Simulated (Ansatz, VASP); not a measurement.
**HfN in VASP and in Ansatz**

File INCAR:

```
SYSTEM = HfN
  PREC = Accurate
  ENCUT = 520
  EDIFF = 1E-7
  ISMEAR = 0
  SIGMA = 0.15
  LREAL = .False.
  LASPH = .True.
  NELM = 80
  ALGO = Normal
  ISIF = 2
  LWAVE = .False.
  LCHARG = .True.
  LELF = .True.
  LVHAR = .True.
  NBANDS = 23
```

Contents of KPOINTS:

```
regular mesh
0
Gamma
  14 14 10
  0 0 0
```

File POSCAR:

```
HfN
1.0
    0.0000000000     -2.2339756809     -2.2339756809
    0.0000000000      2.2339756809     -2.2339756809
    4.4679513618      0.0000000000      0.0000000000
Hf N
2 2
Direct
    0.5134679478      0.4865320522      0.5000000000
   -0.0134679478      0.0134679478      0.0000000000
    0.4776403665      0.5223596335      0.0000000000
    0.0223596335     -0.0223596335      0.5000000000
```

Input for Ansatz:

```yaml
crystal:
  lattice:
    - [0.0, -2.2339756809, -2.2339756809]
    - [0.0, 2.2339756809, -2.2339756809]
    - [4.4679513618, 0.0, 0.0]
  atoms:
    - { symbol: Hf, position: [0.5134679478, 0.4865320522, 0.5] }
    - { symbol: Hf, position: [-0.0134679478, 0.0134679478, 0.0] }
    - { symbol: "N", position: [0.4776403665, 0.5223596335, 0.0] }
    - { symbol: "N", position: [0.0223596335, -0.0223596335, 0.5] }
basis:
  ecutwfc: 520.0
kpoints:
  mp_grid: { grid: [14, 14, 10] }
hamiltonian:
  xc: lda
  pseudopotentials: { kind: paw, azcp: { folder: soft_1 } }
scf:
  occupations: { method: gaussian, width: 0.15 }
output:
  forces: true
  stress: true
  eigenvalues: true
```

Change from the starting cell: mode 4 frozen in at -0.063 Å and mode 11 at +0.065 Å (largest displacements).

Alike in both runs: task single point; functional LDA; k mesh 14 × 14 × 10; occupations gaussian, width 0.15 eV; no spin polarisation.

|  | VASP | Ansatz |
| --- | --- | --- |
| version | VASP 6.6.1 | Ansatz 0.2.0 |
| potentials or method | VASP PAW LDA potentials, release 64 (Hf_pv, N), cutoff 520 eV | scalar-relativistic, plane waves, PAW |
| valence electrons in the cell | 30 | 62 |

|  | VASP | Ansatz | Ansatz less VASP |
| --- | --- | --- | --- |
| gap on the k mesh at the Fermi level (eV) | none | none | - |
| pressure (GPa) | -0.8 | 0.4 | +1.18 |
| traceless stress, the component that is largest in VASP (GPa) | -0.87 | -0.86 | 0.000 |
| rms of the force components (eV/Å) | 0.434 | 0.427 | -0.0066 |

Ansatz warns that its potentials were made for another functional, while VASP's fit it. LDA's correlation is that of Perdew and Zunger in VASP and of Perdew and Wang (1992) in Ansatz. Atom by atom the forces differ by 0.008 eV/Å (rms over components). A gap of «none» marks a metal or a gap that the smearing closes. VASP's potentials hold 30 valence electrons a cell and Ansatz's 62, so a difference there can come from the potentials and not from the codes.

Neither program's run includes spin-orbit coupling.
